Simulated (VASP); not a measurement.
# BaZrO3 (Pm-3m) in VASP: notebook

BaZrO3 is run at these levels: PBE; tasks: single point.

Everything below comes from runs of VASP 6.6.1. Logs are shortened: lines on timing, memory, paths and dates and some standing lists are left out, and cuts for length are marked.

## 1. The cell of the first run

The structure is cubic, space group Pm-3m (No. 221). Conventional cell: a = 4.228 Å, b = 4.228 Å, c = 4.228 Å, α = 90.00°, β = 90.00°, γ = 90.00°. Ba (site symmetry m-3m) has 12 O at 2.99 Å and 8 Zr at 3.66 Å within 3.9 Å. Zr (site symmetry m-3m) has 6 O at 2.11 Å within 2.8 Å. O (site symmetry 4/mmm) has 2 Zr at 2.11 Å within 2.8 Å.

## 2. Single point, PBE (15.12 Å³/atom)

Contents of INCAR:

```
PREC = Accurate
ENCUT = 520
EDIFF = 1E-6
ISMEAR = 0
SIGMA = 0.05
LREAL = False
LASPH = True
NELM = 60
ALGO = Normal
ISIF = 2
LWAVE = False
LCHARG = False
GGA = PE
NBANDS = 28
```

Contents of KPOINTS:

```
regular mesh
0
Gamma
  8 8 8
```

Contents of POSCAR:

```
BaZrO3
1.0
    4.2283851526      0.0000000000      0.0000000000
    0.0000000000      4.2283851526      0.0000000000
    0.0000000000      0.0000000000      4.2283851526
Ba Zr O
1 1 3
Direct
    0.0000000000      0.0000000000      0.0000000000
    0.5000000000      0.5000000000      0.5000000000
    0.0000000000      0.5000000000      0.5000000000
    0.5000000000      0.5000000000      0.0000000000
    0.5000000000      0.0000000000      0.5000000000
```

Potentials or basis: VASP PAW PBE potentials, release 64 (Ba_sv, Zr_sv, O).

The run is started by

```sh
cat potpaw_PBE.64/Ba_sv/POTCAR potpaw_PBE.64/Zr_sv/POTCAR potpaw_PBE.64/O/POTCAR > POTCAR
mpirun -np 1 vasp_std > vasp.out
```

OUTCAR:

```text
PREC = Accurate
   ENCUT = 520
   EDIFF = 1E-6
   ISMEAR = 0
   LREAL = False
   LASPH = True
   NELM = 60
   ISIF = 2
   GGA = PE

 ion  position               nearest neighbor table
   1  0.000  0.000  0.000-   3 2.99   4 2.99   5 2.99   3 2.99   5 2.99   3 2.99   4 2.99   3 2.99
                             4 2.99   5 2.99   5 2.99   4 2.99   2 3.66   2 3.66   2 3.66   2 3.66
   2  0.500  0.500  0.500-   3 2.11   4 2.11   5 2.11   4 2.11   5 2.11   3 2.11   1 3.66   1 3.66
                             1 3.66   1 3.66   1 3.66   1 3.66   1 3.66   1 3.66
   3  0.000  0.500  0.500-   2 2.11   2 2.11   1 2.99   1 2.99   1 2.99   1 2.99
   4  0.500  0.500  0.000-   2 2.11   2 2.11   1 2.99   1 2.99   1 2.99   1 2.99
   5  0.500  0.000  0.500-   2 2.11   2 2.11   1 2.99   1 2.99   1 2.99   1 2.99

  LATTYP: Found a simple cubic cell.
 ALAT       =     4.2283851526

  Lattice vectors:

 A1 = (   4.2283851526,   0.0000000000,   0.0000000000)
 A2 = (   0.0000000000,   4.2283851526,   0.0000000000)
 A3 = (   0.0000000000,   0.0000000000,   4.2283851526)

Analysis of symmetry for initial positions (statically):
=====================================================================
 Subroutine PRICEL returns:
 Original cell was already a primitive cell.

 Routine SETGRP: Setting up the symmetry group for a
 simple cubic supercell.

 Subroutine GETGRP returns: Found 48 space group operations
 (whereof 48 operations were pure point group operations)
 out of a pool of 48 trial point group operations.

The static configuration has the point symmetry O_h .

Analysis of symmetry for dynamics (positions and initial velocities):
=====================================================================
 Subroutine PRICEL returns:
 Original cell was already a primitive cell.

 Routine SETGRP: Setting up the symmetry group for a
 simple cubic supercell.

 Subroutine GETGRP returns: Found 48 space group operations
 (whereof 48 operations were pure point group operations)
 out of a pool of 48 trial point group operations.

The dynamic configuration has the point symmetry O_h .

 Subroutine INISYM returns: Found 48 space group operations
 (whereof 48 operations are pure point group operations),
 and found     1 'primitive' translations

----------------------------------------------------------------------------------------

                                     Primitive cell

  volume of cell :      75.6003
[... 91 lines left out ...]
   LSORBIT =      F    spin-orbit coupling
   LASPH  =      T    aspherical Exc in radial PAW
   ENCUT  =  520.0 eV  38.22 Ry    6.18 a.u.   7.86  7.86  7.86*2*pi/ulx,y,z
   NELM   =     60;   NELMIN=  2; NELMDL= -5     # of ELM steps
   EDIFF  = 0.1E-05   stopping-criterion for ELM
   LREAL  =      F    real-space projection
   EDIFFG = 0.1E-04   stopping-criterion for IOM
   NSW    =      0    number of steps for IOM
   IBRION =     -1    ionic relax: 0-MD 1-quasi-New 2-CG
   NFREE  =      0    steps in history (QN), initial steepest desc. (CG)
   ISIF   =      2    stress and relaxation
   ISYM   =      2    0-nonsym 1-usesym 2-fastsym
   POTIM  = 0.5000    time-step for ionic-motion
   TEBEG  =    0.0;   TEEND  =   0.0 temperature during run
   PSTRESS=    0.0 pullay stress
   NELECT =      40.0000    total number of electrons
   NUPDOWN=      -1.0000    fix difference up-down
   EMIN   =  10.00;   EMAX   =-10.00  energy-range for DOS
   EFERMI =   0.00;   METHOD = LEGACY
   ISMEAR =     0;   SIGMA  =   0.05  broadening in eV -4-tet -1-fermi 0-gaus
   EFERMI_NEDOS =   21; number of points for ismear=-14 and -15
   IALGO  =     38    algorithm
   IMIX   =      4    mixing-type and parameters
     AMIX     =   0.40;   BMIX     =  1.00
     AMIX_MAG =   1.60;   BMIX_MAG =  1.00
  volume/ion in A,a.u.               =      15.12       102.04
  Fermi-wavevector in a.u.,A,eV,Ry     =   1.324098  2.502183 23.854235  1.753237
  Thomas-Fermi vector in A             =   2.453658
   LORBIT       =      0    0 simple, 1 ext, 2 COOP (PROOUT), +10 PAW based schemes
   GGA     = PE    functional components
   LHFCALC =     F    Hartree Fock is set to
   AEXX    =    0.0000 exact exchange contribution
   IVDW    =     0    specifies the selected vdW correction
   LEPSILON=     F    determine dielectric tensor
   LRPA    =     F    only Hartree local field effects (RPA)
 non-spin polarized calculation
 Gauss-broadening in eV      SIGMA  =   0.05
  energy-cutoff  :      520.00
  volume of cell :       75.60
 maximum number of plane-waves:      2048
 NGX is ok and might be reduce to    32
   NGX = 15   NGY = 15   NGZ = 15

 number of electron      39.9999986 magnetization

 Free energy of the ion-electron system (eV)
  ---------------------------------------------------
  ext. energy  EPLUGINS =         0.00000000
  ---------------------------------------------------
  free energy    TOTEN  =       -41.72415333 eV

  energy without entropy =      -41.72415333  energy(sigma->0) =      -41.72415333

 E-fermi :   3.8685     XC(G=0): -10.6384

 val. band max:        3.6027410702   @ k =   0.5000   0.5000   0.5000
 cond. band min:       6.7334853138   @ k =   0.0000   0.0000   0.0000
 fundamental gap:      3.1307442435
 Fermi energy:         3.8684627934

 k-point     1 :       0.0000    0.0000    0.0000
  band No.  band energies     occupation
      1     -43.5809      2.00000
      2     -21.7954      2.00000
      3     -21.7070      2.00000
      4     -21.7070      2.00000
      5     -21.7070      2.00000
      6     -12.7227      2.00000
[... 733 lines left out ...]
     27      11.8617      0.00000
     28      12.5252      0.00000

 [... further k-points ...]
[... 5 lines left out ...]
  --------------------------------------------------------------------------------------
  -------------------------------------------------------------------------------------
  Total        0.3823381      0.3823381      0.3823381     -0.0000000     -0.0000000     -0.0000000
  in kB        8.1027882      8.1027882      8.1027882     -0.0000000     -0.0000000     -0.0000000
  external PRESSURE =       8.1027882 kB  Pullay stress =       0.0000000 kB

 VOLUME and BASIS-vectors are now :
 -----------------------------------------------------------------------------
  energy-cutoff  :      520.00
  volume of cell :       75.60
      direct lattice vectors                 reciprocal lattice vectors
     4.228385153  0.000000000  0.000000000     0.236496905  0.000000000  0.000000000
     0.000000000  4.228385153  0.000000000     0.000000000  0.236496905  0.000000000
     0.000000000  0.000000000  4.228385153     0.000000000  0.000000000  0.236496905

 POSITION                                       TOTAL-FORCE (eV/Angst)
 -----------------------------------------------------------------------------------
      0.00000      0.00000      0.00000         0.000000      0.000000      0.000000
      2.11419      2.11419      2.11419         0.000000      0.000000      0.000000
      0.00000      2.11419      2.11419         0.000000      0.000000      0.000000
      2.11419      2.11419      0.00000         0.000000      0.000000      0.000000
      2.11419      0.00000      2.11419         0.000000      0.000000      0.000000
 -----------------------------------------------------------------------------------
    total drift:                                0.000000     -0.000000     -0.000000

  FREE ENERGIE OF THE ION-ELECTRON SYSTEM (eV)
  ---------------------------------------------------
  free  energy   TOTEN  =       -41.7241533335 eV

  energy  without entropy=      -41.7241533335  energy(sigma->0) =      -41.72415333
```

OSZICAR:

```text
N       E                     dE             d eps       ncg     rms          rms(c)
DAV:   1     0.310023057793E+03    0.31002E+03   -0.21918E+04  1960   0.140E+03
DAV:   2    -0.285685167742E+02   -0.33859E+03   -0.32811E+03  2448   0.349E+02
DAV:   3    -0.487830953398E+02   -0.20215E+02   -0.20133E+02  3068   0.809E+01
DAV:   4    -0.493617267916E+02   -0.57863E+00   -0.57784E+00  2772   0.108E+01
DAV:   5    -0.493732114338E+02   -0.11485E-01   -0.11484E-01  2760   0.116E+00    0.275E+01
DAV:   6    -0.418478970818E+02    0.75253E+01   -0.39046E+01  2308   0.380E+01    0.121E+01
DAV:   7    -0.417403445386E+02    0.10755E+00   -0.28206E+00  2776   0.920E+00    0.736E+00
DAV:   8    -0.417269710053E+02    0.13374E-01   -0.38982E-01  2320   0.438E+00    0.723E-01
DAV:   9    -0.417226954615E+02    0.42755E-02   -0.64298E-02  2660   0.140E+00    0.539E-01
DAV:  10    -0.417245473880E+02   -0.18519E-02   -0.17579E-02  2656   0.107E+00    0.254E-01
DAV:  11    -0.417240881559E+02    0.45923E-03   -0.22546E-03  2472   0.383E-01    0.414E-02
DAV:  12    -0.417241571996E+02   -0.69044E-04   -0.20760E-04  2268   0.979E-02    0.461E-02
DAV:  13    -0.417241528518E+02    0.43478E-05   -0.37782E-05  2800   0.417E-02    0.647E-03
DAV:  14    -0.417241533335E+02   -0.48171E-06   -0.51719E-06  2328   0.168E-02
   1 F= -.41724153E+02 E0= -.41724153E+02  d E =-.106104E-15
```

Run time: 60 s. Hardware: 1 thread of AMD EPYC 7R13 (Zen 3), shared host; peak memory 0.19 GiB.

Results:

```
Free energy            : -41.7242 eV
Pressure               : 0.8 GPa
Band gap on the k mesh : 3.13 eV (least direct gap 3.38 eV)
```

Caveat: spin-orbit coupling is left out, which moves the levels of the heavy elements. A k mesh can miss the band edges.

## 3. Single point, PBE

Contents of INCAR:

```
SYSTEM = BaZrO3
PREC = Accurate
ENCUT = 520
EDIFF = 1E-6
ISMEAR = 0
SIGMA = 0.05
LREAL = .False.
LASPH = .True.
NELM = 100
ALGO = Normal
ISIF = 2
LWAVE = .False.
LCHARG = .True.
GGA = PE
LELF = .True.
LVHAR = .True.
NBANDS = 28
```

Contents of KPOINTS:

```
Automatic mesh
0
Gamma
  8 8 8
  0 0 0
```

POSCAR is that of step 2.

Potentials or basis: VASP PAW PBE potentials, release 64 (Ba_sv, Zr_sv, O).

The run is started by

```sh
cat potpaw_PBE.64/Ba_sv/POTCAR potpaw_PBE.64/Zr_sv/POTCAR potpaw_PBE.64/O/POTCAR > POTCAR
mpirun -np 1 vasp_std > vasp.out
```

It took 62 s on 1 thread of AMD EPYC 7R13 (Zen 3), shared host; peak memory 0.19 GiB.

Results (log left out):

```yaml
Free_energy: -41.7242 eV
Pressure: 0.8 GPa
Band_gap_on_the_k_mesh: 3.13 eV (least direct gap 3.38 eV)
```

Levels at points of the mesh, in eV from the valence-band top:
| k point | band 16 | band 17 | band 18 | band 19 | band 20 | band 21 | band 22 | band 23 | band 24 | band 25 |
| --- | --- | --- | --- | --- | --- | --- | --- | --- | --- | --- |
| (0.00, 0.00, 0.00) | -0.95 | -0.95 | -0.25 | -0.25 | -0.25 | 3.13 | 3.13 | 3.13 | 4.62 | 4.62 |
| (0.50, 0.00, 0.00) | -1.69 | -1.69 | -1.61 | -0.49 | -0.49 | 3.55 | 5.54 | 5.54 | 6.33 | 6.55 |
| (0.50, 0.50, 0.00) | -2.32 | -0.93 | -0.93 | -0.85 | -0.07 | 5.51 | 5.51 | 6.30 | 6.34 | 7.51 |
| (0.50, 0.50, 0.50) | -2.52 | -2.52 | 0.00 | 0.00 | 0.00 | 5.88 | 5.88 | 5.88 | 6.77 | 6.77 |

Caveat: spin-orbit coupling is left out, which moves the levels of the heavy elements. A k mesh can miss the band edges.
